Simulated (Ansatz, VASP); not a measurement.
LiMgBN2 in VASP and in Ansatz

```xyz
5
Lattice="-2.0160 2.0160 3.9872 2.0160 -2.0160 3.9872 2.0160 2.0160 -3.9872" Properties=species:S:1:pos:R:3 pbc="T T T"
Li    2.0160    0.0000    1.9936
Mg    0.0000    2.0160    1.9936
B     0.0000    0.0000    3.9872
N     0.0000    0.0000    5.1935
N     0.0000    0.0000    2.7810
```

Alike in both runs: task single point; functional LDA; k mesh 12 × 12 × 12; occupations gaussian, width 0.05 eV; no spin polarisation.

|  | VASP | Ansatz |
| --- | --- | --- |
| version | VASP 6.6.1 | Ansatz 0.2.0 |
| potentials or method | VASP PAW LDA potentials, release 64 (Li_sv, Mg, B, N), cutoff 520 eV | scalar-relativistic, plane waves, PAW |
| valence electrons in the cell | 18 | 26 |

|  | VASP | Ansatz | Ansatz less VASP |
| --- | --- | --- | --- |
| gap on the k mesh at the Fermi level (eV) | 2.15 | 2.16 | +0.005 |
| least direct gap on the mesh (eV) | 2.86 | 2.89 | +0.026 |
| rms of the force components (eV/Å) | 3.921 | 3.944 | +0.0228 |

LDA's correlation is that of Perdew and Zunger in VASP and of Perdew and Wang (1992) in Ansatz. Atom by atom the forces differ by 0.023 eV/Å (rms over components). VASP's potentials hold 18 valence electrons a cell and Ansatz's 26, so a difference there can come from the potentials and not from the codes.

Noted on VASP's run: the cutoff is under 1.25 times that of the potentials, so the pressure is a little rough.
